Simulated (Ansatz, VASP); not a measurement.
# Sb in VASP and in Ansatz

```
Sb
1.0
     2.15420    1.24373    3.75800
    -2.15420    1.24373    3.75800
     0.00000   -2.48746    3.75800
Sb
2
Direct
  0.76651 0.76651 0.76651
  0.23349 0.23349 0.23349
```

Alike in both runs: task single point; functional PBE-based screened hybrid; k mesh 4 × 4 × 4; occupations fermi-dirac, width 0.05 eV; no spin polarisation.

|  | VASP | Ansatz |
| --- | --- | --- |
| version | VASP 6.6.1 | Ansatz 0.2.0 |
| potentials or method | VASP PAW PBE potentials, release 64 (Sb), cutoff 520 eV | all-electron PAW datasets made for the crystal |

|  | VASP | Ansatz | Ansatz less VASP |
| --- | --- | --- | --- |
| gap on the k mesh at the Fermi level (eV) | 0.32 | 0.30 | -0.026 |
| least direct gap on the mesh (eV) | 0.42 | 0.43 | +0.013 |
| pressure (GPa) | -0.2 | 0.8 | +0.98 |
| traceless stress, the component that is largest in VASP (GPa) | -0.38 | -0.50 | -0.112 |
| rms of the force components (eV/Å) | 0.237 | 0.189 | -0.0479 |

VASP's potentials were made for PBE, not for PBE-based screened hybrid. Atom by atom the forces differ by 0.048 eV/Å (rms over components). Ansatz ran all-electron here, and VASP with PAW potentials.

The k mesh is coarse, so the values compare programs but aren't converged. Spin-orbit coupling is off throughout. Noted on Ansatz's run: the program warned that the printed levels may be off, so bands, gaps and densities of states are rough.
